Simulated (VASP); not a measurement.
# HfN in VASP: further runs

The runs below take HfN through single point, with PBE.

All numbers are computed with VASP 6.6.1; they aren't measurements. Logs are shortened: lines on timing, memory, paths and dates and some standing lists are left out, and cuts for length are marked.

## (1) The cell of the first run

Symmetry: P6_3mc, No. 186, hexagonal system. Conventional cell: a = 3.484 Å, b = 3.484 Å, c = 5.665 Å, α = 90.00°, β = 90.00°, γ = 120.00°. Within 2.8 Å of Hf (site symmetry 3m) lie 4 N at 2.12 to 2.13 Å. Within 2.8 Å of N (site symmetry 3m) lie 4 Hf at 2.12 to 2.13 Å.

## (2) Single point, PBE

The input, INCAR:

```
SYSTEM = HfN
PREC = Accurate
ENCUT = 520
EDIFF = 1E-7
ISMEAR = 0
SIGMA = 0.2
LREAL = .FALSE.
LASPH = .TRUE.
NELM = 80
ALGO = Normal
ISIF = 2
LWAVE = .FALSE.
LCHARG = .FALSE.
GGA = PE
NBANDS = 40
```

The input, KPOINTS:

```
Automatic mesh
0
G
  6 6 2
  0 0 0
```

The input, POSCAR:

```
HfN
1.0
    3.4837113197      0.0000000000      0.0000000000
   -1.7418556598      3.0169825023      0.0000000000
    0.0000000000      0.0000000000     11.3301143474
Hf N
4 4
Direct
    0.3333333333      0.6666666667      0.4995161194
    0.3333333333      0.6666666667      0.9995161194
    0.6666666667      0.3333333333      0.2495161194
    0.6666666667      0.3333333333      0.7495161194
    0.3333333333      0.6666666667      0.1870513456
    0.3333333333      0.6666666667      0.6870513456
    0.6666666667      0.3333333333      0.4370513456
    0.6666666667      0.3333333333      0.9370513456
```

Potentials or basis: VASP PAW PBE potentials, release 64 (Hf_pv, N).

The run is started by

```bash
$ cat potpaw_PBE.64/Hf_pv/POTCAR potpaw_PBE.64/N/POTCAR > POTCAR
$ mpirun -np 1 vasp_std > vasp.out
```

OUTCAR:

```text
SYSTEM = HfN
   PREC = Accurate
   ENCUT = 520
   EDIFF = 1E-7
   ISMEAR = 0
   LREAL = .FALSE.
   LASPH = .TRUE.
   NELM = 80
   ISIF = 2
   GGA = PE

 ion  position               nearest neighbor table
   1  0.333  0.667  0.500-   6 2.12   7 2.13   7 2.13   7 2.13   3 3.47   4 3.47   4 3.47   3 3.47
                             4 3.47   3 3.47
   2  0.333  0.667  1.000-   5 2.12   8 2.13   8 2.13   8 2.13   3 3.47   4 3.47   4 3.47   3 3.47
                             4 3.47   3 3.47
   3  0.667  0.333  0.250-   7 2.12   5 2.13   5 2.13   5 2.13   2 3.47   1 3.47   1 3.47   2 3.47
                             2 3.47   1 3.47
   4  0.667  0.333  0.750-   8 2.12   6 2.13   6 2.13   6 2.13   2 3.47   1 3.47   1 3.47   2 3.47
                             2 3.47   1 3.47
   5  0.333  0.667  0.187-   2 2.12   3 2.13   3 2.13   3 2.13
   6  0.333  0.667  0.687-   1 2.12   4 2.13   4 2.13   4 2.13
   7  0.667  0.333  0.437-   3 2.12   1 2.13   1 2.13   1 2.13
   8  0.667  0.333  0.937-   4 2.12   2 2.13   2 2.13   2 2.13

  LATTYP: Found a hexagonal cell.
 ALAT       =     3.4837113197
 C/A-ratio  =     3.2523114884

  Lattice vectors:

 A1 = (   3.4837113197,   0.0000000000,   0.0000000000)
 A2 = (  -1.7418556598,   3.0169825023,   0.0000000000)
 A3 = (   0.0000000000,   0.0000000000,  11.3301143474)

Analysis of symmetry for initial positions (statically):
=====================================================================
 Subroutine PRICEL returns following result:

  LATTYP: Found a hexagonal cell.
 ALAT       =     3.4837113197
 C/A-ratio  =     1.6261557442

  Lattice vectors:

 A1 = (   3.4837113197,   0.0000000000,   0.0000000000)
 A2 = (  -1.7418556598,   3.0169825023,   0.0000000000)
 A3 = (   0.0000000000,   0.0000000000,   5.6650571737)

   2 primitive cells build up your supercell.

 Routine SETGRP: Setting up the symmetry group for a
 hexagonal supercell.

 Subroutine GETGRP returns: Found 12 space group operations
 (whereof  6 operations were pure point group operations)
 out of a pool of 24 trial point group operations.

The static configuration has the point symmetry C_3v.
 The point group associated with its full space group is C_6v.

Analysis of symmetry for dynamics (positions and initial velocities):
=====================================================================
 Subroutine PRICEL returns following result:

  LATTYP: Found a hexagonal cell.
 ALAT       =     3.4837113197
 C/A-ratio  =     1.6261557442

  Lattice vectors:

 A1 = (   3.4837113197,   0.0000000000,   0.0000000000)
 A2 = (  -1.7418556598,   3.0169825023,   0.0000000000)
 A3 = (   0.0000000000,   0.0000000000,   5.6650571737)

   2 primitive cells build up your supercell.

 Routine SETGRP: Setting up the symmetry group for a
 hexagonal supercell.

 Subroutine GETGRP returns: Found 12 space group operations
 (whereof  6 operations were pure point group operations)
 out of a pool of 24 trial point group operations.

The dynamic configuration has the point symmetry C_3v.
 The point group associated with its full space group is C_6v.

 Subroutine INISYM returns: Found 12 space group operations
 (whereof  6 operations are pure point group operations),
 and found     2 'primitive' translations

----------------------------------------------------------------------------------------

                                     Primitive cell

  volume of cell :      59.5414

  direct lattice vectors                    reciprocal lattice vectors
     3.483711320  0.000000000  0.000000000     0.287050191  0.165728505  0.000000000
    -1.741855660  3.016982502  0.000000000     0.000000000  0.331457010  0.000000000
     0.000000000  0.000000000  5.665057174     0.000000000  0.000000000  0.176520725

  length of vectors
     3.483711320  3.483711320  5.665057174     0.331457010  0.331457010  0.176520725

  position of ions in fractional coordinates (direct lattice)
     0.333333333  0.666666667  0.999032239
     0.666666667  0.333333333  0.499032239
     0.333333333  0.666666667  0.374102691
     0.666666667  0.333333333  0.874102691

  ion indices of the primitive-cell ions
   primitive index   ion index
                 1           1
                 2           3
                 3           6
                 4           7

----------------------------------------------------------------------------------------

 KPOINTS: Automatic mesh

Automatic generation of k-mesh.
 Grid dimensions read from file:
 generate k-points for:    6    6    2

 Generating k-lattice:

  Cartesian coordinates                     Fractional coordinates (reciprocal lattice)
     0.047841699  0.027621418  0.000000000     0.166666667  0.000000000  0.000000000
     0.000000000  0.055242835  0.000000000     0.000000000  0.166666667  0.000000000
     0.000000000  0.000000000  0.044130181     0.000000000  0.000000000  0.500000000

  Length of vectors
     0.055242835  0.055242835  0.044130181

  Shift w.r.t. Gamma in fractional coordinates (k-lattice)
     0.000000000  0.000000000  0.000000000

 Subroutine IBZKPT returns following result:
 ===========================================

 Found     14 irreducible k-points:

 Following reciprocal coordinates:
            Coordinates               Weight
  0.000000  0.000000  0.000000      1.000000
  0.166667  0.000000  0.000000      6.000000
  0.333333 -0.000000  0.000000      6.000000
  0.500000  0.000000  0.000000      3.000000
  0.166667  0.166667  0.000000      6.000000
  0.333333  0.166667  0.000000     12.000000
  0.333333  0.333333  0.000000      2.000000
  0.000000  0.000000  0.500000      1.000000
  0.166667  0.000000  0.500000      6.000000
  0.333333 -0.000000  0.500000      6.000000
  0.500000  0.000000  0.500000      3.000000
  0.166667  0.166667  0.500000      6.000000
  0.333333  0.166667  0.500000     12.000000
  0.333333  0.333333  0.500000      2.000000
   k-points           NKPTS =     14   k-points in BZ     NKDIM =     14   number of bands    NBANDS=     40
   number of dos      NEDOS =    301   number of ions     NIONS =      8
   total plane-waves  NPLWV =  65856
   dimension x,y,z NGX =    28 NGY =   28 NGZ =   84
   dimension x,y,z NGXF=    56 NGYF=   56 NGZF=  168
   ions per type =               4   4
   NGX,Y,Z   is equivalent  to a cutoff of  13.36, 13.36, 12.33 a.u.
   NGXF,Y,Z  is equivalent  to a cutoff of  26.72, 26.72, 24.65 a.u.
 SYSTEM =  HfN
   PREC   = accura    normal or accurate (medium, high low for compatibility)
   ISTART =      0    job   : 0-new  1-cont  2-samecut
   ICHARG =      2    charge: 1-file 2-atom 10-const
   ISPIN  =      1    spin polarized calculation?
   LNONCOLLINEAR =      F non collinear calculations
   LSORBIT =      F    spin-orbit coupling
   LASPH  =      T    aspherical Exc in radial PAW
   ENCUT  =  520.0 eV  38.22 Ry    6.18 a.u.   6.48  6.48 21.07*2*pi/ulx,y,z
   NELM   =     80;   NELMIN=  2; NELMDL= -5     # of ELM steps
   EDIFF  = 0.1E-06   stopping-criterion for ELM
   LREAL  =      F    real-space projection
   EDIFFG = 0.1E-05   stopping-criterion for IOM
   NSW    =      0    number of steps for IOM
   IBRION =     -1    ionic relax: 0-MD 1-quasi-New 2-CG
   NFREE  =      0    steps in history (QN), initial steepest desc. (CG)
   ISIF   =      2    stress and relaxation
   ISYM   =      2    0-nonsym 1-usesym 2-fastsym
   POTIM  = 0.5000    time-step for ionic-motion
   TEBEG  =    0.0;   TEEND  =   0.0 temperature during run
   PSTRESS=    0.0 pullay stress
   NELECT =      60.0000    total number of electrons
   NUPDOWN=      -1.0000    fix difference up-down
   EMIN   =  10.00;   EMAX   =-10.00  energy-range for DOS
   EFERMI =   0.00;   METHOD = LEGACY
   ISMEAR =     0;   SIGMA  =   0.20  broadening in eV -4-tet -1-fermi 0-gaus
   EFERMI_NEDOS =   21; number of points for ismear=-14 and -15
   IALGO  =     38    algorithm
   IMIX   =      4    mixing-type and parameters
     AMIX     =   0.40;   BMIX     =  1.00
     AMIX_MAG =   1.60;   BMIX_MAG =  1.00
  volume/ion in A,a.u.               =      14.89       100.45
  Fermi-wavevector in a.u.,A,eV,Ry     =   1.302693  2.461733 23.089219  1.697010
  Thomas-Fermi vector in A             =   2.433744
   LORBIT       =      0    0 simple, 1 ext, 2 COOP (PROOUT), +10 PAW based schemes
   GGA     = PE    functional components
   LHFCALC =     F    Hartree Fock is set to
   AEXX    =    0.0000 exact exchange contribution
   IVDW    =     0    specifies the selected vdW correction
   LEPSILON=     F    determine dielectric tensor
   LRPA    =     F    only Hartree local field effects (RPA)
 non-spin polarized calculation
 Gauss-broadening in eV      SIGMA  =   0.20
  energy-cutoff  :      520.00
  volume of cell :      119.08
 maximum number of plane-waves:      3270
 NGX is ok and might be reduce to    28
   NGX = 13   NGY = 13   NGZ = 43

 number of electron      60.0000005 magnetization

 Free energy of the ion-electron system (eV)
  ---------------------------------------------------
  ext. energy  EPLUGINS =         0.00000000
  ---------------------------------------------------
  free energy    TOTEN  =       -83.48396461 eV

  energy without entropy =      -83.36114499  energy(sigma->0) =      -83.42255480

 E-fermi :   6.0547     XC(G=0): -11.1876

 val. band max:        6.0434443899   @ k =   0.3333   0.3333   0.5000
 cond. band min:       6.1213796088   @ k =   0.3333   0.1667   0.0000
 fundamental gap:      0.0779352189
 Fermi energy:         6.0546572107

 k-point     1 :       0.0000    0.0000    0.0000
  band No.  band energies     occupation
      1     -25.7753      2.00000
      2     -25.5506      2.00000
      3     -25.5506      2.00000
      4     -25.3479      2.00000
      5     -25.3479      2.00000
      6     -25.3164      2.00000
[... 32 lines left out ...]
     39       9.1169      0.00000
     40       9.1169      0.00000

 k-point     2 :       0.1667    0.0000    0.0000
  band No.  band energies     occupation
      1     -25.7413      2.00000
      2     -25.5708      2.00000
      3     -25.5708      2.00000
      4     -25.4318      2.00000
      5     -25.3784      2.00000
      6     -25.3733      2.00000
[... 32 lines left out ...]
     39       9.2502      0.00000
     40       9.3797      0.00000

 k-point     3 :       0.3333   -0.0000    0.0000
  band No.  band energies     occupation
      1     -25.6829      2.00000
      2     -25.6739      2.00000
      3     -25.6739      2.00000
      4     -25.5787      2.00000
      5     -25.5503      2.00000
      6     -25.4188      2.00000
[... 32 lines left out ...]
     39       8.7140      0.00000
     40       9.6602      0.00000

 k-point     4 :       0.5000    0.0000    0.0000
  band No.  band energies     occupation
      1     -25.7442      2.00000
      2     -25.7442      2.00000
      3     -25.7164      2.00000
      4     -25.6456      2.00000
      5     -25.5552      2.00000
      6     -25.4411      2.00000
[... 32 lines left out ...]
     39       8.9159      0.00000
     40       9.6458      0.00000
[... 342 lines left out ...]
     39       9.2032      0.00000
     40       9.2032      0.00000

 k-point    13 :       0.3333    0.1667    0.5000
  band No.  band energies     occupation
      1     -25.7079      2.00000
      2     -25.7079      2.00000
      3     -25.6602      2.00000
      4     -25.6602      2.00000
      5     -25.5008      2.00000
      6     -25.5008      2.00000
[... 32 lines left out ...]
     39       9.4377      0.00000
     40       9.4377      0.00000

 k-point    14 :       0.3333    0.3333    0.5000
  band No.  band energies     occupation
      1     -25.6693      2.00000
      2     -25.6693      2.00000
      3     -25.6693      2.00000
      4     -25.6693      2.00000
      5     -25.5556      2.00000
      6     -25.5556      2.00000
[... 32 lines left out ...]
     39       9.5022      0.00000
     40       9.5022      0.00000

------------------------ aborting loop because EDIFF is reached ----------------------------------------

  FORCE on cell =-STRESS in cart. coord.  units (eV):
  Direction    XX          YY          ZZ          XY          YZ          ZX
  --------------------------------------------------------------------------------------
  -------------------------------------------------------------------------------------
  Total       -0.4762348     -0.4762348     -1.5485475     -0.0000000     -0.0000000      0.0000000
  in kB       -6.4074090     -6.4074090    -20.8346339     -0.0000000     -0.0000000      0.0000000
  external PRESSURE =     -11.2164840 kB  Pullay stress =       0.0000000 kB

 VOLUME and BASIS-vectors are now :
 -----------------------------------------------------------------------------
  energy-cutoff  :      520.00
  volume of cell :      119.08
      direct lattice vectors                 reciprocal lattice vectors
     3.483711320  0.000000000  0.000000000     0.287050191  0.165728505  0.000000000
    -1.741855660  3.016982502  0.000000000     0.000000000  0.331457010  0.000000000
     0.000000000  0.000000000 11.330114347     0.000000000  0.000000000  0.088260363

 POSITION                                       TOTAL-FORCE (eV/Angst)
 -----------------------------------------------------------------------------------
     -0.00000      2.01132      5.65957        -0.000000     -0.000000      0.115789
     -0.00000      2.01132     11.32463        -0.000000     -0.000000      0.115789
      1.74186      1.00566      2.82705        -0.000000     -0.000000      0.115789
      1.74186      1.00566      8.49210        -0.000000      0.000000      0.115789
     -0.00000      2.01132      2.11931         0.000000      0.000000     -0.115789
     -0.00000      2.01132      7.78437        -0.000000      0.000000     -0.115789
      1.74186      1.00566      4.95184        -0.000000     -0.000000     -0.115789
      1.74186      1.00566     10.61690         0.000000     -0.000000     -0.115789
 -----------------------------------------------------------------------------------
    total drift:                               -0.000000      0.000000      0.000369

  FREE ENERGIE OF THE ION-ELECTRON SYSTEM (eV)
  ---------------------------------------------------
  free  energy   TOTEN  =       -83.4839646145 eV

  energy  without entropy=      -83.3611449879  energy(sigma->0) =      -83.42255480
```

Wall time 80 s (1 thread of Intel Xeon 8259CL, shared host); peak memory 0.26 GiB.

Results:

```
Free energy            : -83.4840 eV
Pressure               : -1.1 GPa
Largest force          : 0.116 eV/Å
Band gap on the k mesh : zero (bands 30 and 31 overlap by 1.12 eV)
```

Forces in eV/Å, atoms in the order of the input:
```
Hf   0.000  0.000  0.116
Hf   0.000  0.000  0.116
Hf   0.000  0.000  0.116
Hf   0.000  0.000  0.116
N    0.000  0.000 -0.116
N    0.000  0.000 -0.116
N    0.000  0.000 -0.116
N    0.000  0.000 -0.116
```

Levels at points of the mesh, in eV from the Fermi level:
```csv
k point,band 28,band 29,band 30,band 31,band 32,band 33
"(0.00, 0.00, 0.00)",-5.07,-0.98,0.70,0.70,1.11,1.11
"(0.50, 0.00, 0.00)",-3.91,-0.88,-0.10,0.24,0.24,0.99
"(0.00, 0.00, 0.50)",-5.18,-0.25,-0.25,1.08,1.08,1.08
"(0.50, 0.00, 0.50)",-4.11,-0.49,-0.49,0.35,0.35,1.32
```

Caveat: spin-orbit coupling is left out, which moves the levels of the heavy elements.

(Continued in part 2 of 2.)

The gap in the log of VASP goes by the Fermi energy; the results here count the filled bands.